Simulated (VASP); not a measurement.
# Al2Si: single point with PBE

Al2Si:

```
Al Si
1.0
     5.07300    0.00000    0.00000
     0.00000    5.07300    0.00000
     0.00000    0.00000    4.68671
Al Si
4 2
Direct
  0.25200 0.50000 0.00000
  0.74800 0.50000 0.00000
  0.50000 0.25200 0.50000
  0.50000 0.74800 0.50000
  0.00000 0.50000 0.50000
  0.50000 0.00000 0.00000
```

* Program: VASP 6.6.1
* Task: single point
* Functional: PBE
* Potentials or basis: VASP PAW PBE potentials, release 64 (Al, Si)
* Cutoff: 520 eV
* k mesh: 4 × 4 × 4
* Occupations: gaussian, width 0.1 eV
* Spin: no spin polarisation
* Dipole correction: no
* Further INCAR settings: ALGO = Fast; EDIFF = 1e-07; NBANDS = 19

| Property | Result |
| --- | --- |
| Pressure | 0.2 GPa |
| Band gap on the k mesh | zero (band 10 reaches 8.16 eV, above the bottom of band 11 at 5.30 eV) |

Forces in eV/Å, atoms in the order of the input:
```
Al   0.002  0.000  0.000
Al  -0.002  0.000  0.000
Al   0.000  0.002  0.000
Al   0.000 -0.002  0.000
Si   0.000  0.000  0.000
Si   0.000  0.000  0.000
```

Stress tensor (GPa, compression positive):
```
0.29 0.00 0.00
0.00 0.29 0.00
0.00 0.00 0.08
```

Levels at points of the mesh, in eV from the Fermi level:
```csv
k point,band 8,band 9,band 10,band 11,band 12,band 13
"(0.00, 0.00, 0.00)",-1.29,-0.10,0.06,0.06,1.36,1.84
"(0.50, 0.00, 0.00)",-2.36,-1.91,-1.00,0.85,0.93,2.20
"(0.50, 0.50, 0.00)",-2.28,-1.87,-1.87,1.01,2.07,2.07
"(0.00, 0.00, 0.50)",-2.55,-2.31,-2.31,2.59,2.59,2.91
"(0.50, 0.00, 0.50)",-1.45,-0.92,-0.32,0.42,1.28,2.55
"(0.50, 0.50, 0.50)",-2.34,2.47,2.47,3.50,3.50,3.57
```

It took 48 s on 1 thread of Intel Xeon 6975P-C (shared host), peak memory 0.23 GiB.
